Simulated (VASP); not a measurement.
# Cr (Im-3m) in VASP: further runs, part 2 of 2

VASP 6.6.1.

## Step 3: Single point, LDA, collinear spin, ferromagnetic start

The input, INCAR:

```
PREC = Accurate
ENCUT = 520
EDIFF = 1E-6
ISMEAR = 0
SIGMA = 0.03
LREAL = False
LASPH = True
NELM = 150
ALGO = Normal
ISIF = 2
LWAVE = False
LCHARG = False
ISPIN = 2
MAGMOM = 1.5
LORBIT = 11
LMAXMIX = 4
NBANDS = 16
```

The input, KPOINTS:

```
regular mesh
0
Gamma
  16 16 16
```

The input, POSCAR:

```
Cr
1.0
   -1.3938676992      1.3938676992      1.3938676992
    1.3938676992     -1.3938676992      1.3938676992
    1.3938676992      1.3938676992     -1.3938676992
Cr
1
Direct
    0.0000000000      0.0000000000      0.0000000000
```

Potentials or basis: VASP PAW LDA potentials, release 64 (Cr_pv).

On the command line:

```
> cat potpaw_LDA.64/Cr_pv/POTCAR > POTCAR
> mpirun -np 1 vasp_std > vasp.out
```

OUTCAR:

```text
PREC = Accurate
   ENCUT = 520
   EDIFF = 1E-6
   ISMEAR = 0
   LREAL = False
   LASPH = True
   NELM = 150
   ISIF = 2
   ISPIN = 2
   LORBIT = 11

 ion  position               nearest neighbor table
   1  0.000  0.000  0.000-

  LATTYP: Found a body centered cubic cell.
 ALAT       =     2.7877353984

  Lattice vectors:

 A1 = (  -1.3938676992,   1.3938676992,   1.3938676992)
 A2 = (   1.3938676992,  -1.3938676992,   1.3938676992)
[... 1116 lines left out ...]
 [... further k-points ...]
[... 5 lines left out ...]
  --------------------------------------------------------------------------------------
  -------------------------------------------------------------------------------------
  Total        0.0155504      0.0155504      0.0155504      0.0000000      0.0000000     -0.0000000
  in kB        2.3000038      2.3000038      2.3000038      0.0000000      0.0000000     -0.0000000
  external PRESSURE =       2.3000038 kB  Pullay stress =       0.0000000 kB

 VOLUME and BASIS-vectors are now :
 -----------------------------------------------------------------------------
  energy-cutoff  :      520.00
  volume of cell :       10.83
      direct lattice vectors                 reciprocal lattice vectors
    -1.393867699  1.393867699  1.393867699     0.000000000  0.358714102  0.358714102
     1.393867699 -1.393867699  1.393867699     0.358714102  0.000000000  0.358714102
     1.393867699  1.393867699 -1.393867699     0.358714102  0.358714102  0.000000000

 POSITION                                       TOTAL-FORCE (eV/Angst)
 -----------------------------------------------------------------------------------
      0.00000      0.00000      0.00000        -0.000000     -0.000000     -0.000000
 -----------------------------------------------------------------------------------
    total drift:                                0.000000      0.000000      0.000000

  FREE ENERGIE OF THE ION-ELECTRON SYSTEM (eV)
  ---------------------------------------------------
  free  energy   TOTEN  =       -10.6298027458 eV

  energy  without entropy=      -10.6292149075  energy(sigma->0) =      -10.62950883

 total charge

# of ion       s       p       d       tot
------------------------------------------
    1        0.449   6.441   4.316  11.207

 magnetization (x)

# of ion       s       p       d       tot
------------------------------------------
    1        0.000  -0.000   0.000   0.000
```

stdout:

```text
POSCAR found type information on POSCAR Cr
 POSCAR found :  1 types and       1 ions
 scaLAPACK will be used
 LDA part: xc-table for (Slater(with rela. corr.)+CA(PZ))
 , standard interpolation
 POSCAR, INCAR and KPOINTS ok, starting setup
 FFT: planning ... GRIDC
 FFT: planning ... GRID_SOFT
 FFT: planning ... GRID
 WAVECAR not read
 entering main loop
```

It took 53 s on 1 thread of Intel Xeon 8259CL, shared host; peak memory 0.15 GiB.

Results:

| Item | Value |
| --- | --- |
| Free energy | -10.6298 eV |
| Pressure | 0.2 GPa |
| Band gap on the k mesh | zero (filled and empty bands overlap) |
| Net moment | 0.00 μB per cell |
| Valence electrons inside the program's atomic spheres | Cr 11.21 |

Levels at points of the mesh, in eV from the Fermi level:
Spin up:
```csv
k point,band 4,band 5,band 6,band 7,band 8,band 9
"(0.00, 0.00, 0.00)",-7.95,-0.96,-0.96,-0.96,1.22,1.22
"(0.50, 0.00, 0.00)",-4.72,-2.65,1.26,1.44,1.61,3.19
"(0.50, 0.50, 0.50)",-4.72,-4.72,2.75,2.75,2.75,5.43
```
Spin down:
```
           k point  band 3  band 4  band 5  band 6  band 7  band 8  band 9  band 10
(0.00, 0.00, 0.00)  -42.19   -7.95   -0.96   -0.96   -0.96    1.22    1.22     5.43
(0.50, 0.00, 0.00)  -42.20   -4.72   -2.65    1.26    1.44    1.61    3.19     5.43
(0.50, 0.50, 0.50)  -42.98   -4.72   -4.72    2.75    2.75    2.75    5.43    11.27
```

Caveat: an empty level that is flat over the whole mesh can mark a ghost state of the potentials, or a narrow d or f band.

## Step 4: Single point, LDA, collinear spin, ferromagnetic start

The input, INCAR:

```
ALGO = Normal
EDIFF = 1E-7
ENCUT = 520
ISIF = 2
ISMEAR = 0
ISPIN = 2
LASPH = T
LCHARG = F
LMAXMIX = 4
LORBIT = 11
LREAL = F
LWAVE = F
MAGMOM = 1.5
NBANDS = 16
NELM = 150
PREC = Accurate
SIGMA = 0.1
```

The input, KPOINTS:

```
k-points
0
Gamma
  16 16 16
```

POSCAR is that of step 3.

Potentials or basis: VASP PAW LDA potentials, release 64 (Cr_pv).

On the command line:

```
> cat potpaw_LDA.64/Cr_pv/POTCAR > POTCAR
> mpirun -np 1 vasp_std > vasp.out
```

OUTCAR:

```text
EDIFF = 1E-7
   ENCUT = 520
   ISIF = 2
   ISMEAR = 0
   ISPIN = 2
   LASPH = T
   LORBIT = 11
   LREAL = F
   NELM = 150
   PREC = Accurate

 ion  position               nearest neighbor table
   1  0.000  0.000  0.000-

  LATTYP: Found a body centered cubic cell.
 ALAT       =     2.7877353984

  Lattice vectors:

 A1 = (  -1.3938676992,   1.3938676992,   1.3938676992)
 A2 = (   1.3938676992,  -1.3938676992,   1.3938676992)
 A3 = (   1.3938676992,   1.3938676992,  -1.3938676992)

Analysis of symmetry for initial positions (statically):
=====================================================================
 Subroutine PRICEL returns:
 Original cell was already a primitive cell.

 Routine SETGRP: Setting up the symmetry group for a
 body centered cubic supercell.

 Subroutine GETGRP returns: Found 48 space group operations
 (whereof 48 operations were pure point group operations)
 out of a pool of 48 trial point group operations.

The static configuration has the point symmetry O_h .

Analysis of symmetry for dynamics (positions and initial velocities):
=====================================================================
 Subroutine PRICEL returns:
[... 188 lines left out ...]
      6      10.7349      1.00000
[... 435 lines left out ...]
      5       9.3076      1.00000
      6      10.0265      1.00000
[... 8 lines left out ...]
     15      42.3848      0.00000
     16      46.9091      0.00000

 [... further k-points ...]

 spin component 2

 k-point     1 :       0.0000    0.0000    0.0000
  band No.  band energies     occupation
      1     -30.5009      1.00000
      2     -30.5009      1.00000
      3     -30.5009      1.00000
      4       3.7367      1.00000
      5      10.7349      1.00000
      6      10.7349      1.00000
[... 435 lines left out ...]
      5       9.3076      1.00000
      6      10.0265      1.00000
[... 8 lines left out ...]
     15      42.3848      0.00000
     16      46.9091      0.00000

 [... further k-points ...]
[... 5 lines left out ...]
  --------------------------------------------------------------------------------------
  -------------------------------------------------------------------------------------
  Total        0.0152104      0.0152104      0.0152104      0.0000000      0.0000000      0.0000000
  in kB        2.2497161      2.2497161      2.2497161      0.0000000      0.0000000      0.0000000
  external PRESSURE =       2.2497161 kB  Pullay stress =       0.0000000 kB

 VOLUME and BASIS-vectors are now :
 -----------------------------------------------------------------------------
  energy-cutoff  :      520.00
  volume of cell :       10.83
      direct lattice vectors                 reciprocal lattice vectors
    -1.393867699  1.393867699  1.393867699     0.000000000  0.358714102  0.358714102
     1.393867699 -1.393867699  1.393867699     0.358714102  0.000000000  0.358714102
     1.393867699  1.393867699 -1.393867699     0.358714102  0.358714102  0.000000000

 POSITION                                       TOTAL-FORCE (eV/Angst)
 -----------------------------------------------------------------------------------
      0.00000      0.00000      0.00000        -0.000000      0.000000      0.000000
 -----------------------------------------------------------------------------------
    total drift:                                0.000000      0.000000      0.000000

  FREE ENERGIE OF THE ION-ELECTRON SYSTEM (eV)
  ---------------------------------------------------
  free  energy   TOTEN  =       -10.6319042249 eV

  energy  without entropy=      -10.6280030632  energy(sigma->0) =      -10.62995364

 total charge

# of ion       s       p       d       tot
------------------------------------------
    1        0.449   6.441   4.317  11.207

 magnetization (x)

# of ion       s       p       d       tot
------------------------------------------
    1       -0.000   0.000   0.000   0.000
```

stdout:

```text
POSCAR found type information on POSCAR Cr
 POSCAR found :  1 types and       1 ions
 scaLAPACK will be used
 LDA part: xc-table for (Slater(with rela. corr.)+CA(PZ))
 , standard interpolation
 POSCAR, INCAR and KPOINTS ok, starting setup
 FFT: planning ... GRIDC
 FFT: planning ... GRID_SOFT
 FFT: planning ... GRID
 WAVECAR not read
 entering main loop
```

Wall time 63 s (1 thread of Intel Xeon 8259CL, shared host); peak memory 0.15 GiB.

Results:

```yaml
Free_energy: -10.6319 eV
Pressure: 0.2 GPa
Band_gap_on_the_k_mesh: zero (filled and empty bands overlap)
Net_moment: 0.00 μB per cell
Valence_electrons_inside_the_program's_atomic_spheres: Cr 11.21
```

Levels at points of the mesh, in eV from the Fermi level:
Spin up:
```
           k point  band 2  band 3  band 4  band 5  band 6  band 7  band 8  band 9  band 10  band 11
(0.00, 0.00, 0.00)  -42.21  -42.21   -7.97   -0.97   -0.97   -0.97    1.21    1.21     5.42    22.86
(0.50, 0.00, 0.00)  -42.57  -42.22   -4.74   -2.67    1.24    1.42    1.59    3.17     5.42    10.78
(0.50, 0.50, 0.50)  -42.99  -42.99   -4.74   -4.74    2.73    2.73    2.73    5.42    11.25    11.25
```
Spin down:
| k point | band 4 | band 5 | band 6 | band 7 | band 8 | band 9 |
| --- | --- | --- | --- | --- | --- | --- |
| (0.00, 0.00, 0.00) | -7.97 | -0.97 | -0.97 | -0.97 | 1.21 | 1.21 |
| (0.50, 0.00, 0.00) | -4.74 | -2.67 | 1.24 | 1.42 | 1.59 | 3.17 |
| (0.50, 0.50, 0.50) | -4.74 | -4.74 | 2.73 | 2.73 | 2.73 | 5.42 |

Caveat: an empty level that is flat over the whole mesh can mark a ghost state of the potentials, or a narrow d or f band.
